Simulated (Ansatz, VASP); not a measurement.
**Pt3Br2: VASP beside Ansatz**

```
CELL_PARAMETERS angstrom
3.43086 0.00000 0.00000
-1.71543 2.97121 0.00000
0.00000 0.00000 9.49732
ATOMIC_POSITIONS crystal
Pt 0.00000 0.00000 0.00000
Pt 0.33333 0.66667 0.59103
Pt 0.66667 0.33333 0.40897
Br 0.33333 0.66667 0.19671
Br 0.66667 0.33333 0.80329
```

Alike in both runs: functional PBE; k mesh 6 × 6 × 4; occupations gaussian, width 0.1 eV; no spin polarisation.

Ansatz relaxed the structure, and its values are those at the end. VASP's run is a single point on that final structure, the one shown.

|  | VASP | Ansatz |
| --- | --- | --- |
| version | VASP 6.6.1 | Ansatz 0.2.0 |
| potentials or method | VASP PAW PBE potentials, release 64 (Pt, Br), cutoff 520 eV | scalar-relativistic, plane waves, PAW |
| valence electrons in the cell | 44 | 68 |

Ansatz gave:

```
gap on the k mesh at the Fermi level (eV) : none
pressure (GPa)                            : 0.1
rms of the force components (eV/Å)        : 0.001
```

Q: Which values does VASP return?

A: gap on the k mesh at the Fermi level (eV): none; pressure (GPa): -0.1; rms of the force components (eV/Å): 0.008.

A gap of «none» marks a metal or a gap that the smearing closes. With one functional, cell and mesh, what is left measures potentials, basis and numerics. VASP's potentials hold 44 valence electrons a cell and Ansatz's 68, so a difference there can come from the potentials and not from the codes.

Neither program's run includes spin-orbit coupling.
